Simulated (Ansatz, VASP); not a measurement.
# Si in VASP and in Ansatz

INCAR

```
SYSTEM = Si
  PREC = Accurate
  ENCUT = 520
  EDIFF = 1E-6
  ISMEAR = 0
  SIGMA = 0.05
  LREAL = .FALSE.
  LASPH = .TRUE.
  NELM = 60
  ALGO = Normal
  ISIF = 2
  LWAVE = .FALSE.
  LCHARG = .TRUE.
  GGA = CA
  LELF = .TRUE.
  LVHAR = .TRUE.
  NBANDS = 16
```

KPOINTS

```
regular mesh
0
G
  10 10 6
  0 0 0
```

POSCAR

```
Si
1.0
    0.0000000000     -2.7007989451     -2.7007989451
    0.0000000000      2.7007989451     -2.7007989451
    5.7797097425      0.0000000000      0.0000000000
Si
4
Direct
    0.5000000000      0.5000000000     -0.0244372133
    0.0000000000      0.0000000000      0.5244372133
    0.0000000000      0.5000000000      0.2500000000
    0.5000000000      0.0000000000      0.7500000000
```

Input for Ansatz:

```yaml
crystal:
  lattice:
    - [0.0, -2.7007989451, -2.7007989451]
    - [0.0, 2.7007989451, -2.7007989451]
    - [5.7797097425, 0.0, 0.0]
  atoms:
    - { symbol: Si, position: [0.5, 0.5, -0.0244372133] }
    - { symbol: Si, position: [0.0, 0.0, 0.5244372133] }
    - { symbol: Si, position: [0.0, 0.5, 0.25] }
    - { symbol: Si, position: [0.5, 0.0, 0.75] }
basis:
  ecutwfc: 420
kpoints:
  mp_grid: { grid: [10, 10, 6] }
hamiltonian:
  xc: lda
  pseudopotentials: { kind: paw, azcp: { folder: soft_1 } }
scf:
  occupations: { method: gaussian, width: 0.05 }
output:
  forces: true
  stress: true
  eigenvalues: true
```

Change from the starting cell: mode 6 frozen in at -0.132 Å, normal strain along x +0.0700.

Alike in both runs: task single point; functional LDA; k mesh 10 × 10 × 6; occupations gaussian, width 0.05 eV; no spin polarisation.

|  | VASP | Ansatz |
| --- | --- | --- |
| version | VASP 6.6.1 | Ansatz 0.2.0 |
| potentials or method | VASP PAW LDA potentials, release 64 (Si), cutoff 520 eV | scalar-relativistic, plane waves, PAW |
| valence electrons in the cell | 16 | 16 |

```tsv
	VASP	Ansatz	Ansatz less VASP
gap on the k mesh at the Fermi level (eV)	none	none	-
pressure (GPa)	-4.8	-4.9	-0.04
traceless stress, the component that is largest in VASP (GPa)	-5.28	-5.28	0.000
rms of the force components (eV/Å)	0.843	0.843	-0.0003
```

Ansatz warns that its potentials were made for another functional, while VASP's fit it. LDA's correlation is that of Perdew and Zunger in VASP and of Perdew and Wang (1992) in Ansatz. Atom by atom the forces differ by 0.000 eV/Å (rms over components). A gap of «none» marks a metal or a gap that the smearing closes.
